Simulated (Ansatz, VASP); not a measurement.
# CdI4: VASP beside Ansatz

```
Cd I
1.0
     6.23337    0.00000    0.00000
     0.00000    6.23337    0.00000
     0.00000    0.00000    6.23337
Cd I
1 4
Direct
  0.50000 0.50000 0.50000
  0.50000 0.00000 0.00000
  0.00000 0.50000 0.00000
  0.00000 0.00000 0.50000
  0.00000 0.00000 0.00000
```

Alike in both runs: functional PBE; k mesh 4 × 4 × 4; occupations gaussian, width 0.1 eV; no spin polarisation.

Ansatz relaxed the structure, and its values are those at the end. VASP's run is a single point on that final structure, the one shown.

```csv
,VASP,Ansatz
version,VASP 6.6.1,Ansatz 0.2.0
potentials or method,"VASP PAW PBE potentials, release 64 (Cd, I), cutoff 520 eV","scalar-relativistic, plane waves, PAW"
valence electrons in the cell,40,88
```

```tsv
	VASP	Ansatz	Ansatz less VASP
gap on the k mesh at the Fermi level (eV)	none	none	-
pressure (GPa)	0.1	0.1	+0.03
```

A gap of «none» marks a metal or a gap that the smearing closes. VASP's potentials hold 40 valence electrons a cell and Ansatz's 88, so a difference there can come from the potentials and not from the codes.

Neither program's run includes spin-orbit coupling.
